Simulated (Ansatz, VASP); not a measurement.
One calculation of Ti2Co, two programs

```
Ti Co
1.0
     0.00000    3.52845    3.52845
     3.52845    0.00000    3.52845
     3.52845    3.52845    0.00000
Ti Co
4 2
Direct
  0.62500 0.62500 0.62500
  0.12500 0.62500 0.62500
  0.62500 0.62500 0.12500
  0.62500 0.12500 0.62500
  0.00000 0.00000 0.00000
  0.25000 0.25000 0.25000
```

Alike in both runs: task single point; functional r2SCAN; k mesh 10 × 10 × 10; occupations gaussian, width 0.1 eV; collinear spin.

```csv
,VASP,Ansatz
version,VASP 6.6.1,Ansatz 0.2.0
potentials or method,"VASP PAW PBE potentials, release 64 (Ti_sv, Co), cutoff 520 eV","scalar-relativistic, plane waves, PAW"
valence electrons in the cell,66,82
```

|  | VASP | Ansatz | Ansatz less VASP |
| --- | --- | --- | --- |
| gap on the k mesh at the Fermi level (eV) | none | none | - |
| pressure (GPa) | 3.9 | 3.3 | -0.59 |
| net moment per atom (μB) | 0.78 | 0.79 | +0.007 |
| size of the moment on the site where the two differ most (μB) | 0.41 | 0.37 | -0.044 |

VASP's potentials were made for PBE, not for r2SCAN. Site moments also hang on the region over which each program counts them. A gap of «none» marks a metal or a gap that the smearing closes. VASP's potentials hold 66 valence electrons a cell and Ansatz's 82, so a difference there can come from the potentials and not from the codes. Ansatz's warnings: stability check not made.
